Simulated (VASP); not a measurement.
HfB:

```
Hf B
1.0
     0.00000    2.31000    2.31000
     2.31000    0.00000    2.31000
     2.31000    2.31000    0.00000
Hf B
1 1
Direct
  0.50000 0.50000 0.50000
  0.00000 0.00000 0.00000
```

- Program: VASP 6.6.1
- Task: relaxation of cell and atoms
- Functional: r2SCAN
- Potentials or basis: VASP PAW PBE potentials, release 64 (Hf_pv, B)
- Cutoff: 600 eV
- k mesh: 10 × 10 × 10
- Occupations: fermi-dirac, width 0.05 eV
- Spin: no spin polarisation
- Hubbard terms: Hf d U = 4.0 eV

At the start: pressure 45.2 GPa; volume 12.33 Å³/atom.

Question: How do energy, volume and symmetry change on relaxing?

Answer: Over 16 steps the energy falls by 315.2 meV/atom and the volume is 14.92 Å³/atom (+21.0 %); space group Fm-3m (No. 225, to 0.1 Å) before and after.

Step by step:
```
step  energy change (eV)  largest force (eV/Å)  pressure (GPa)  volume (Å³)
   1              0.0000                0.0000           45.22        24.65
   2              0.3427                0.0000          -26.46        39.27
   3             -0.6283                0.0000           -1.95        30.21
   4             -0.6304                0.0000           -0.37        29.92
   5             -0.6304                0.0000            0.40        29.80
   6             -0.6304                0.0000            0.24        29.81
   7             -0.6304                0.0000            0.25        29.81
   8             -0.6304                0.0000            0.22        29.81
   9             -0.6304                0.0000            0.22        29.81
  10             -0.6304                0.0000            0.22        29.81
  11             -0.6304                0.0000            0.22        29.81
  12             -0.6304                0.0000            0.22        29.81
  13             -0.6304                0.0000            0.22        29.81
  14             -0.6304                0.0000            0.22        29.81
  15             -0.6304                0.0000            0.21        29.82
  16             -0.6305                0.0000            0.06        29.83
```

Final structure:
```yaml
crystal:
  lattice:
    - [0.00000, 2.46167, 2.46167]
    - [2.46167, 0.00000, 2.46167]
    - [2.46167, 2.46167, 0.00000]
  atoms:
    - { symbol: Hf, position: [0.50000, 0.50000, 0.50000] }
    - { symbol: B, position: [0.00000, 0.00000, 0.00000] }
```

Caveat: the volume moved by over 15 % at a fixed basis, so the end points are rough; the PAW data sets were made with another functional, which shifts forces and pressure a little; U without spin polarisation on a metal has little footing; the U is typed as a test and isn't derived for this compound.
